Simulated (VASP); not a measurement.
**AgCl (Chlorargyrite): single point with PBE**

AgCl (Chlorargyrite):

```xyz
2
Lattice="0.0000 2.8053 2.8053 2.8053 0.0000 2.8053 2.8053 2.8053 0.0000" Properties=species:S:1:pos:R:3 pbc="T T T"
Ag    0.0000    0.0000    0.0000
Cl    2.8053    2.8053    2.8053
```

```yaml
Program: VASP 6.6.1
Task: single point
Functional: PBE
Potentials_or_basis: VASP PAW PBE potentials, release 64 (Ag, Cl)
Cutoff: 520 eV
k_mesh: 9 × 9 × 9
Occupations: methfessel-paxton, width 0.001 eV
Spin: non-collinear spin, zero start, spin-orbit coupling
Starting_moments: "[[0.0, 0.0, 0.0], [0.0, 0.0, 0.0]] μB"
Dipole_correction: no
Further_INCAR_settings: ALGO = Normal; EDIFF = 1e-06; NBANDS = 30
```

The pressure is -0.1 GPa. The net moment is 0.00 μB per cell and the valence electrons inside the program's atomic spheres are Ag 9.69; Cl 5.07.

Moments on the atoms (μB; x, y, z):
```
Ag  0.00 0.00 0.00
Cl  0.00 0.00 0.00
```

It took 110 s on 1 thread of Oxide Virtual Turin-like Processor, on a shared host, peak memory 0.28 GiB.
